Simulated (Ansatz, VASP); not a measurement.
# As: VASP beside Ansatz

```
CELL_PARAMETERS angstrom
1.87975 1.08527 3.48577
-1.87975 1.08527 3.48577
0.00000 -2.17055 3.48577
ATOMIC_POSITIONS crystal
As 0.22754 0.22754 0.22754
As 0.77246 0.77246 0.77246
```

Alike in both runs: task electric field gradients; functional PBE; k mesh 11 × 11 × 11; occupations fermi-dirac, width 0.03 eV; no spin polarisation.

|  | VASP | Ansatz |
| --- | --- | --- |
| version | VASP 6.6.1 | Ansatz 0.2.0 |
| potentials or method | VASP PAW PBE potentials, release 64 (As) | PAW with Ansatz's default frozen-core files, scalar-relativistic |
| plane-wave cutoff (eV) | 520 | 420 |
| valence electrons in the cell | 10 | 30 |

|  | VASP | Ansatz | Ansatz less VASP |
| --- | --- | --- | --- |
| pressure (GPa) | 3.9 | 3.6 | -0.30 |
| traceless stress, the component that is largest in VASP (GPa) | -0.82 | -0.73 | +0.089 |
| rms of the force components (eV/Å) | 0.161 | 0.127 | -0.0331 |
| size of Vzz on the site where it differs most (V/Å²) | 47.5 | 50.7 | +3.23 |

Atom by atom the forces differ by 0.033 eV/Å (rms over components). With one functional, cell and mesh, what is left measures potentials, basis and numerics. VASP's potentials hold 10 valence electrons a cell and Ansatz's 30, so a difference there can come from the potentials and not from the codes.
